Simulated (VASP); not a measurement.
# W (I4/mmm) in VASP: a series of runs

Runs on W. Level: LDA. Tasks: single point.

All numbers are computed with VASP 6.6.1; they aren't measurements. Logs are shortened: lines on timing, memory, paths and dates and some standing lists are left out, and cuts for length are marked.

## (1) The cell of the first run

The structure is tetragonal, space group I4/mmm (No. 139). Conventional cell: a = 3.168 Å, b = 3.168 Å, c = 3.124 Å, α = 90.00°, β = 90.00°, γ = 90.00°. W (site symmetry 4/mmm) has 14 W at 2.73 to 3.17 Å within 3.6 Å.

## (2) Single point, LDA (15.68 Å³/atom)

File INCAR:

```
SYSTEM = W
  PREC = Accurate
  ENCUT = 520
  EDIFF = 1E-7
  ISMEAR = 0
  SIGMA = 0.15
  LREAL = .FALSE.
  LASPH = .TRUE.
  NELM = 60
  ALGO = Fast
  ISIF = 2
  LWAVE = .FALSE.
  LCHARG = .FALSE.
  GGA = CA
  NBANDS = 13
```

File KPOINTS:

```
Automatic mesh
0
G
  22 22 22
  0 0 0
```

File POSCAR:

```
W
1.0
    0.0000000000      2.2400443493      1.5622069292
    2.2400443493      0.0000000000      1.5622069292
    2.2400443493      2.2400443493      0.0000000000
W
1
Direct
    0.0000000000      0.0000000000      0.0000000000
```

Potentials or basis: VASP PAW LDA potentials, release 64 (W_sv).

On the command line:

```console
cat potpaw_LDA.64/W_sv/POTCAR > POTCAR
mpirun -np 1 vasp_std > vasp.out
```

OUTCAR:

```text
SYSTEM = W
   PREC = Accurate
   ENCUT = 520
   EDIFF = 1E-7
   ISMEAR = 0
   LREAL = .FALSE.
   LASPH = .TRUE.
   NELM = 60
   ISIF = 2
   GGA = CA

 ion  position               nearest neighbor table
   1  0.000  0.000  0.000-

  LATTYP: Found a body centered tetragonal cell.
 ALAT       =     3.1679010991
 C/A-ratio  =     0.9862725384

  Lattice vectors:

 A1 = (   0.0000000000,  -2.2400443493,  -1.5622069292)
 A2 = (   0.0000000000,   2.2400443493,  -1.5622069292)
 A3 = (   2.2400443493,   0.0000000000,   1.5622069292)

Analysis of symmetry for initial positions (statically):
=====================================================================
 Subroutine PRICEL returns:
 Original cell was already a primitive cell.

 Routine SETGRP: Setting up the symmetry group for a
 body centered tetragonal supercell.

 Subroutine GETGRP returns: Found 16 space group operations
 (whereof 16 operations were pure point group operations)
 out of a pool of 16 trial point group operations.

The static configuration has the point symmetry D_4h.

Analysis of symmetry for dynamics (positions and initial velocities):
=====================================================================
 Subroutine PRICEL returns:
 Original cell was already a primitive cell.

 Routine SETGRP: Setting up the symmetry group for a
 body centered tetragonal supercell.

 Subroutine GETGRP returns: Found 16 space group operations
 (whereof 16 operations were pure point group operations)
 out of a pool of 16 trial point group operations.

The dynamic configuration has the point symmetry D_4h.

 Subroutine INISYM returns: Found 16 space group operations
 (whereof 16 operations are pure point group operations),
 and found     1 'primitive' translations

----------------------------------------------------------------------------------------

                                     Primitive cell

  volume of cell :      15.6777

  direct lattice vectors                    reciprocal lattice vectors
     0.000000000  2.240044349  1.562206929    -0.223209866  0.223209866  0.320060032
     2.240044349  0.000000000  1.562206929     0.223209866 -0.223209866  0.320060032
     2.240044349  2.240044349  0.000000000     0.223209866  0.223209866 -0.320060032

  length of vectors
     2.730986850  2.730986850  3.167901099     0.449537221  0.449537221  0.449537221

  position of ions in fractional coordinates (direct lattice)
     0.000000000  0.000000000  0.000000000

  ion indices of the primitive-cell ions
   primitive index   ion index
                 1           1

----------------------------------------------------------------------------------------

 KPOINTS: Automatic mesh

Automatic generation of k-mesh.
 Grid dimensions read from file:
 generate k-points for:   22   22   22

 Generating k-lattice:

  Cartesian coordinates                     Fractional coordinates (reciprocal lattice)
    -0.010145903  0.010145903  0.014548183     0.045454545  0.000000000  0.000000000
     0.010145903 -0.010145903  0.014548183     0.000000000  0.045454545  0.000000000
     0.010145903  0.010145903 -0.014548183     0.000000000  0.000000000  0.045454545

  Length of vectors
     0.020433510  0.020433510  0.020433510

  Shift w.r.t. Gamma in fractional coordinates (k-lattice)
     0.000000000  0.000000000  0.000000000

 Subroutine IBZKPT returns following result:
 ===========================================

 Found    834 irreducible k-points:

 Following reciprocal coordinates:
            Coordinates               Weight
  0.000000  0.000000  0.000000      1.000000
  0.045455  0.000000  0.000000      8.000000
  0.090909  0.000000  0.000000      8.000000
  0.136364  0.000000  0.000000      8.000000
  0.181818  0.000000  0.000000      8.000000
  0.227273  0.000000  0.000000      8.000000
[... 16 lines left out ...]
  0.500000  0.045455  0.000000      8.000000
 -0.454545  0.045455  0.000000      8.000000
 [... further k-points ...]
   k-points           NKPTS =    834   k-points in BZ     NKDIM =    834   number of bands    NBANDS=     13
   number of dos      NEDOS =    301   number of ions     NIONS =      1
   total plane-waves  NPLWV =   9600
   dimension x,y,z NGX =    20 NGY =   20 NGZ =   24
   dimension x,y,z NGXF=    40 NGYF=   40 NGZF=   48
   ions per type =               1
   NGX,Y,Z   is equivalent  to a cutoff of  12.17, 12.17, 12.59 a.u.
   NGXF,Y,Z  is equivalent  to a cutoff of  24.35, 24.35, 25.19 a.u.
 SYSTEM =  W
   PREC   = accura    normal or accurate (medium, high low for compatibility)
   ISTART =      0    job   : 0-new  1-cont  2-samecut
   ICHARG =      2    charge: 1-file 2-atom 10-const
   ISPIN  =      1    spin polarized calculation?
   LNONCOLLINEAR =      F non collinear calculations
   LSORBIT =      F    spin-orbit coupling
   LASPH  =      T    aspherical Exc in radial PAW
   ENCUT  =  520.0 eV  38.22 Ry    6.18 a.u.   5.08  5.08  5.89*2*pi/ulx,y,z
   NELM   =     60;   NELMIN=  2; NELMDL= -5     # of ELM steps
   EDIFF  = 0.1E-06   stopping-criterion for ELM
   LREAL  =      F    real-space projection
   EDIFFG = 0.1E-05   stopping-criterion for IOM
   NSW    =      0    number of steps for IOM
   IBRION =     -1    ionic relax: 0-MD 1-quasi-New 2-CG
   NFREE  =      0    steps in history (QN), initial steepest desc. (CG)
   ISIF   =      2    stress and relaxation
   ISYM   =      2    0-nonsym 1-usesym 2-fastsym
   POTIM  = 0.5000    time-step for ionic-motion
   TEBEG  =    0.0;   TEEND  =   0.0 temperature during run
   PSTRESS=    0.0 pullay stress
   NELECT =      14.0000    total number of electrons
   NUPDOWN=      -1.0000    fix difference up-down
   EMIN   =  10.00;   EMAX   =-10.00  energy-range for DOS
   EFERMI =   0.00;   METHOD = LEGACY
   ISMEAR =     0;   SIGMA  =   0.15  broadening in eV -4-tet -1-fermi 0-gaus
   EFERMI_NEDOS =   21; number of points for ismear=-14 and -15
   IALGO  =     68    algorithm
   IMIX   =      4    mixing-type and parameters
     AMIX     =   0.40;   BMIX     =  1.00
     AMIX_MAG =   1.60;   BMIX_MAG =  1.00
  volume/ion in A,a.u.               =      15.68       105.80
  Fermi-wavevector in a.u.,A,eV,Ry     =   1.576486  2.979127 33.814690  2.485310
  Thomas-Fermi vector in A             =   2.677312
   LORBIT       =      0    0 simple, 1 ext, 2 COOP (PROOUT), +10 PAW based schemes
   GGA     = CA    functional components
   LHFCALC =     F    Hartree Fock is set to
   AEXX    =    0.0000 exact exchange contribution
   IVDW    =     0    specifies the selected vdW correction
   LEPSILON=     F    determine dielectric tensor
   LRPA    =     F    only Hartree local field effects (RPA)
 non-spin polarized calculation
 RMM-DIIS sequential band-by-band and
 Gauss-broadening in eV      SIGMA  =   0.15
  energy-cutoff  :      520.00
  volume of cell :       15.68
 maximum number of plane-waves:       435
   NGX = 11   NGY = 11   NGZ = 11

 number of electron      14.0000001 magnetization

 Free energy of the ion-electron system (eV)
  ---------------------------------------------------
  ext. energy  EPLUGINS =         0.00000000
  ---------------------------------------------------
  free energy    TOTEN  =       -14.10133076 eV

  energy without entropy =      -14.09457530  energy(sigma->0) =      -14.09795303

 E-fermi :  11.4883     XC(G=0): -13.8915

 val. band max:       11.4863354929   @ k =  -0.1364   0.2727   0.1364
 cond. band min:      11.4944701864   @ k =   0.5000   0.2273   0.0000
 fundamental gap:      0.0081346936
 Fermi energy:        11.4882767696

 k-point     1 :       0.0000    0.0000    0.0000
  band No.  band energies     occupation
      1     -62.2537      2.00000
      2     -26.0465      2.00000
      3     -26.0465      2.00000
      4     -26.0406      2.00000
      5       1.8738      2.00000
      6      10.0786      2.00000
      7      10.2644      2.00000
      8      10.2644      2.00000
      9      13.5633      0.00000
     10      13.8157      0.00000
     11      25.9926      0.00000
     12      25.9926      0.00000
     13      26.2621      0.00000

 k-point     2 :       0.0455    0.0000    0.0000
  band No.  band energies     occupation
      1     -62.2508      2.00000
      2     -26.0737      2.00000
      3     -26.0559      2.00000
      4     -26.0436      2.00000
      5       1.9769      2.00000
      6      10.0676      2.00000
      7      10.2503      2.00000
      8      10.3107      2.00000
      9      13.5325      0.00000
     10      13.7453      0.00000
     11      26.1457      0.00000
     12      26.1674      0.00000
     13      26.4548      0.00000

 k-point     3 :       0.0909    0.0000    0.0000
  band No.  band energies     occupation
      1     -62.2422      2.00000
      2     -26.1602      2.00000
      3     -26.0832      2.00000
      4     -26.0446      2.00000
      5       2.2783      2.00000
      6       9.9172      2.00000
      7      10.1942      2.00000
      8      10.5753      2.00000
      9      13.3684      0.00000
     10      13.6723      0.00000
     11      26.4356      0.00000
     12      26.6805      0.00000
     13      27.0995      0.00000
[... 305 lines left out ...]
 k-point    23 :       0.5000    0.0455    0.0000
  band No.  band energies     occupation
      1     -62.1054      2.00000
      2     -27.3929      2.00000
      3     -26.5035      2.00000
      4     -26.0777      2.00000
      5       5.2415      2.00000
      6       7.8813      2.00000
      7      11.9017      0.00010
      8      13.4463      0.00000
      9      15.1246      0.00000
     10      17.7017      0.00000
     11      22.7076      0.00000
     12      23.4573      0.00000
     13      28.2626      0.00000

 k-point    24 :      -0.4545    0.0455    0.0000
  band No.  band energies     occupation
      1     -62.1085      2.00000
      2     -27.3671      2.00000
      3     -26.4949      2.00000
      4     -26.0770      2.00000
      5       5.2578      2.00000
      6       7.9210      2.00000
      7      11.6336      0.17079
      8      13.5029      0.00000
      9      14.9866      0.00000
     10      17.4067      0.00000
     11      22.9614      0.00000
     12      23.6944      0.00000
     13      28.6732      0.00000

 [... further k-points ...]

------------------------ aborting loop because EDIFF is reached ----------------------------------------

  FORCE on cell =-STRESS in cart. coord.  units (eV):
  Direction    XX          YY          ZZ          XY          YZ          ZX
  --------------------------------------------------------------------------------------
  -------------------------------------------------------------------------------------
  Total       -0.5023292     -0.5023292     -0.0812688      0.0000000      0.0000000     -0.0000000
  in kB      -51.3354362    -51.3354362     -8.3052516      0.0000000      0.0000000     -0.0000000
  external PRESSURE =     -36.9920414 kB  Pullay stress =       0.0000000 kB

 VOLUME and BASIS-vectors are now :
 -----------------------------------------------------------------------------
  energy-cutoff  :      520.00
  volume of cell :       15.68
      direct lattice vectors                 reciprocal lattice vectors
     0.000000000  2.240044349  1.562206929    -0.223209866  0.223209866  0.320060032
     2.240044349  0.000000000  1.562206929     0.223209866 -0.223209866  0.320060032
     2.240044349  2.240044349  0.000000000     0.223209866  0.223209866 -0.320060032

 POSITION                                       TOTAL-FORCE (eV/Angst)
 -----------------------------------------------------------------------------------
      0.00000      0.00000      0.00000         0.000000      0.000000      0.000000
 -----------------------------------------------------------------------------------
    total drift:                                0.000000     -0.000000     -0.000000

  FREE ENERGIE OF THE ION-ELECTRON SYSTEM (eV)
  ---------------------------------------------------
  free  energy   TOTEN  =       -14.1013307599 eV

  energy  without entropy=      -14.0945752973  energy(sigma->0) =      -14.09795303
```

It took 2 min on 1 thread of AMD EPYC 7R13 (Zen 3), shared host; peak memory 0.22 GiB.

What came out:

```
Free energy            : -14.1013 eV
Pressure               : -3.7 GPa
Band gap on the k mesh : zero (bands 7 and 8 overlap by 6.45 eV)
```

Caveat: the cell stands under tension; spin-orbit coupling is left out, which moves the levels of the heavy elements.

## (3) Single point, LDA (15.68 Å³/atom)

File INCAR:

```
PREC     = Accurate       # precision mode
ENCUT    = 520            # plane-wave cutoff, eV
EDIFF    = 1E-6           # SCF threshold, eV
ISMEAR   = 0              # smearing method
SIGMA    = 0.15           # smearing width, eV
LREAL    = F              # projectors in reciprocal space
LASPH    = T              # aspherical terms in the spheres
NELM     = 60             # most SCF steps
ALGO     = Fast           # electronic algorithm
ISIF     = 2              # what is computed and relaxed
LWAVE    = F              # write WAVECAR
LCHARG   = F              # write CHGCAR
GGA      = CA             # functional
NBANDS   = 13             # bands
```

File KPOINTS:

```
regular mesh
0
Gamma
  22 22 22
```

File POSCAR:

```
W
1.0
    0.0000000000      2.2788224529      1.5094919928
    2.2788224529      0.0000000000      1.5094919928
    2.2788224529      2.2788224529      0.0000000000
W
1
Direct
    0.0000000000      0.0000000000      0.0000000000
```

Potentials or basis: VASP PAW LDA potentials, release 64 (W_sv).

On the command line:

```console
cat potpaw_LDA.64/W_sv/POTCAR > POTCAR
mpirun -np 1 vasp_std > vasp.out
```

It took 1.8 min on 1 thread of AMD EPYC 7R13 (Zen 3), shared host; peak memory 0.23 GiB.

Results (log left out):

```
Free energy            : -14.0584 eV
Pressure               : -3.1 GPa
Band gap on the k mesh : zero (bands 7 and 8 overlap by 6.32 eV)
```

Stress tensor (GPa, compression positive):
```
-10.34   0.00   0.00
  0.00 -10.34   0.00
  0.00   0.00  11.39
```

Levels at points of the mesh, in eV from the Fermi level:
```csv
k point,band 4,band 5,band 6,band 7,band 8,band 9,band 10,band 11
"(0.00, 0.00, 0.00)",-37.50,-9.61,-1.84,-0.93,-0.93,1.55,2.77,14.21
"(0.50, 0.00, 0.00)",-37.57,-6.33,-3.92,1.07,2.17,3.67,6.23,11.43
"(0.50, 0.50, 0.00)",-38.33,-6.03,-5.86,5.14,5.14,5.43,7.85,7.85
"(0.50, 0.00, 0.50)",-37.51,-6.35,-2.99,0.53,1.32,2.70,6.09,10.92
```

Caveat: the cell stands under tension; spin-orbit coupling is left out, which moves the levels of the heavy elements.

## (4) Single point, LDA (15.68 Å³/atom)

File INCAR:

```
PREC = Accurate
ENCUT = 520
EDIFF = 1E-6
ISMEAR = 0
SIGMA = 0.15
LREAL = False
LASPH = True
NELM = 80
ALGO = Fast
ISIF = 2
LWAVE = False
LCHARG = True
GGA = CA
LELF = True
LVHAR = True
NBANDS = 13
```

KPOINTS is that of step 3.

File POSCAR:

```
W
1.0
    0.0000000000      2.2018754792      1.6168371644
    2.2018754792      0.0000000000      1.6168371644
    2.2018754792      2.2018754792      0.0000000000
W
1
Direct
    0.0000000000      0.0000000000      0.0000000000
```

On the command line:

```console
cat potpaw_LDA.64/W_sv/POTCAR > POTCAR
mpirun -np 1 vasp_std > vasp.out
```

Wall time 84 s (1 thread of AMD EPYC 9R45 (Zen 5), shared host); peak memory 0.22 GiB.

Results (log left out):

| Quantity | Value |
| --- | --- |
| Free energy | -14.0892 eV |
| Pressure | -3.5 GPa |
| Band gap on the k mesh | zero (bands 7 and 8 overlap by 6.16 eV) |

Stress tensor (GPa, compression positive):
```
  0.31   0.00   0.00
  0.00   0.31   0.00
  0.00   0.00 -11.09
```

Levels at points of the mesh, in eV from the Fermi level:
```csv
k point,band 3,band 4,band 5,band 6,band 7,band 8,band 9,band 10,band 11,band 12
"(0.00, 0.00, 0.00)",-37.53,-37.53,-9.61,-1.43,-1.43,-0.94,1.86,2.52,14.14,14.85
"(0.50, 0.00, 0.00)",-37.95,-37.53,-6.34,-3.46,0.77,1.79,3.09,6.17,11.15,11.65
"(0.50, 0.50, 0.00)",-38.44,-38.44,-6.00,-5.89,5.11,5.28,5.28,7.77,8.78,8.78
"(0.50, 0.00, 0.50)",-38.00,-37.56,-6.33,-3.97,1.07,2.56,3.33,6.30,11.46,11.49
```

Caveat: the cell stands under tension; spin-orbit coupling is left out, which moves the levels of the heavy elements.

## (5) Single point, LDA (15.93 Å³/atom)

This run uses another cell than the first one, of 15.93 Å³/atom.

File INCAR:

```
SYSTEM = W
  PREC = Accurate
  ENCUT = 520
  EDIFF = 1E-6
  ISMEAR = 0
  SIGMA = 0.15
  LREAL = .False.
  LASPH = .True.
  NELM = 60
  ALGO = Fast
  ISIF = 2
  LWAVE = .False.
  LCHARG = .False.
  GGA = CA
  NBANDS = 13
```

File KPOINTS:

```
regular mesh
0
Gamma
  22 22 22
  0 0 0
```

File POSCAR:

```
W
1.0
    0.0000000000      2.2519505922      1.5705103430
    2.2519505922      0.0000000000      1.5705103430
    2.2519505922      2.2519505922      0.0000000000
W
1
Direct
    0.0000000000      0.0000000000      0.0000000000
```

On the command line:

```console
cat potpaw_LDA.64/W_sv/POTCAR > POTCAR
mpirun -np 1 vasp_std > vasp.out
```

Wall time 80 s (1 thread of AMD EPYC 9R45 (Zen 5), shared host); peak memory 0.23 GiB.

Results (log left out):

| Item | Value |
| --- | --- |
| Free energy | -14.0918 eV |
| Pressure | -8.6 GPa |
| Band gap on the k mesh | zero (bands 7 and 8 overlap by 6.31 eV) |

Stress tensor (GPa, compression positive):
```
-9.95  0.00  0.00
 0.00 -9.95  0.00
 0.00  0.00 -5.79
```

Levels at points of the mesh, in eV from the Fermi level:
| k point | band 3 | band 4 | band 5 | band 6 | band 7 | band 8 | band 9 | band 10 | band 11 | band 12 |
| --- | --- | --- | --- | --- | --- | --- | --- | --- | --- | --- |
| (0.00, 0.00, 0.00) | -37.57 | -37.57 | -9.52 | -1.38 | -1.19 | -1.19 | 2.04 | 2.29 | 14.48 | 14.48 |
| (0.50, 0.00, 0.00) | -38.00 | -37.58 | -6.23 | -3.63 | 0.85 | 2.13 | 3.09 | 6.10 | 11.03 | 11.53 |
| (0.50, 0.50, 0.00) | -38.49 | -38.45 | -5.83 | -5.80 | 5.09 | 5.09 | 5.15 | 8.18 | 8.18 | 8.56 |
| (0.50, 0.00, 0.50) | -37.98 | -37.57 | -6.23 | -3.44 | 0.74 | 1.91 | 2.94 | 6.06 | 10.93 | 11.59 |

Caveat: the cell stands under tension; spin-orbit coupling is left out, which moves the levels of the heavy elements.

(Part 1 of 2 ends here.)
